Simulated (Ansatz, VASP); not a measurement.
## Two plane-wave programs on Sb

```
Sb
1.0
     3.38805    0.00000    0.00000
     0.00000    3.38805    0.00000
     0.00000    0.00000   23.18710
Sb
4
Direct
  0.25000 0.25000 0.34502
  0.75000 0.75000 0.44834
  0.25000 0.25000 0.55166
  0.75000 0.75000 0.65498
```

Alike in both runs: task single point; functional PBE; k mesh 10 × 10 × 1; occupations fermi-dirac, width 0.05 eV; no spin polarisation.

```csv
,VASP,Ansatz
version,VASP 6.6.1,Ansatz 0.2.0
potentials or method,"VASP PAW PBE potentials, release 64 (Sb)","PAW with Ansatz's default frozen-core files, scalar-relativistic"
plane-wave cutoff (eV),520,420
valence electrons in the cell,20,60
```

Ansatz gave:

```
rms of the force components (eV/Å) : 0.142
```

**Question.** What did VASP give for the same quantities?

**Answer.** rms of the force components (eV/Å): 0.145.

Atom by atom the forces differ by 0.004 eV/Å (rms over components). VASP's potentials hold 20 valence electrons a cell and Ansatz's 60, so a difference there can come from the potentials and not from the codes.

Neither program's run includes spin-orbit coupling.
